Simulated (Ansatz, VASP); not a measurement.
# Two plane-wave programs on AlN

The input INCAR:

```
PREC = Accurate
ENCUT = 520
EDIFF = 1E-6
ISMEAR = -1
SIGMA = 0.08
LREAL = False
LASPH = True
NELM = 60
ALGO = Normal
ISIF = 2
LWAVE = False
LCHARG = True
GGA = PE
LELF = True
LVHAR = True
NBANDS = 11
```

KPOINTS

```
Automatic mesh
0
Gamma
  17 17 17
```

File POSCAR:

```
AlN
1.0
    0.0000000000      1.8037451469      1.8037451469
    1.8037451469      0.0000000000      1.8037451469
    1.8037451469      1.8037451469      0.0000000000
Al N
1 1
Direct
    0.0000000000      0.0000000000      0.0000000000
    0.2500000000      0.2500000000      0.2500000000
```

Input for Ansatz:

```yaml
crystal:
  lattice:
    - [0.0, 1.8037451469, 1.8037451469]
    - [1.8037451469, 0.0, 1.8037451469]
    - [1.8037451469, 1.8037451469, 0.0]
  atoms:
    - { symbol: Al, position: [0.0, 0.0, 0.0] }
    - { symbol: "N", position: [0.25, 0.25, 0.25] }
kpoints:
  mp_grid: { grid: [17, 17, 17] }
  band_path:
    path:
      - [0.0, 0.0, 0.0]
      - [-0.5, -0.5, 0.0]
      - [-0.375, -0.375, 0.25]
      - [-0.375, 0.0, 0.375]
      - [0.0, 0.0, 0.0]
      - [0.0, 0.0, 0.5]
      - [-0.5, -0.25, 0.25]
      - [-0.5, -0.5, 0.0]
    npoints: 8
scf:
  occupations: { method: fermi_dirac, width: 0.08 }
hamiltonian:
  xc: pbe
  pseudopotentials: { kind: paw }
output:
  forces: true
  stress: true
  eigenvalues: true
  populations: true
  dos: { projected: true, de: 0.2, e_range: [-14, 8] }
```

Change from the starting cell: volume scaled by 0.55, PAW files.

Alike in both runs: task single point; functional PBE; k mesh 17 × 17 × 17; occupations fermi-dirac, width 0.08 eV; no spin polarisation.

```csv
,VASP,Ansatz
version,VASP 6.6.1,Ansatz 0.2.0
potentials or method,"VASP PAW PBE potentials, release 64 (Al, N)","PAW with Ansatz's default frozen-core files, scalar-relativistic"
plane-wave cutoff (eV),520,420
valence electrons in the cell,8,8
```

```tsv
	VASP	Ansatz	Ansatz less VASP
gap on the k mesh at the Fermi level (eV)	3.37	3.41	+0.040
pressure (GPa)	361.8	354.4	-7.38
```

Both programs put the cell under a high pressure, so it lies far from rest at this level.

Noted on VASP's run: the cell as given lies far from equilibrium.
